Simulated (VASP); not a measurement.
Input of a VASP 6.6.1 run:

INCAR

```
SYSTEM = BP
ALGO = Normal ; EDIFF = 1E-6
ENCUT = 500 ; GGA = CA
GGA_COMPAT = .False. ; ISIF = 2
ISMEAR = -1 ; LASPH = .True.
LCHARG = .False. ; LREAL = .False.
LWAVE = .False. ; NBANDS = 11
NELM = 120 ; PREC = Accurate
SIGMA = 0.15
```

Contents of KPOINTS:

```
k-points
0
Gamma
  18 18 18
  0 0 0
```

The input POSCAR:

```
BP
1.0
    0.0000000000      2.0439000000      2.0439000000
    2.0439000000      0.0000000000      2.0439000000
    2.0439000000      2.0439000000      0.0000000000
B P
1 1
Direct
    0.0000000000      0.0000000000      0.0000000000
    0.5000000000      0.5000000000      0.5000000000
```

Potentials or basis: VASP PAW LDA potentials, release 64 (B, P).

Launch:

```bash
$ cat potpaw_LDA.64/B/POTCAR potpaw_LDA.64/P/POTCAR > POTCAR
$ mpirun -np 1 vasp_std > vasp.out
```

Question: Estimate the band gap on the k mesh.

Answer: Zero (band 4 reaches 13.57 eV, above the bottom of band 5 at 9.96 eV).

Question: Predict the pressure.

Answer: 28.2 GPa.
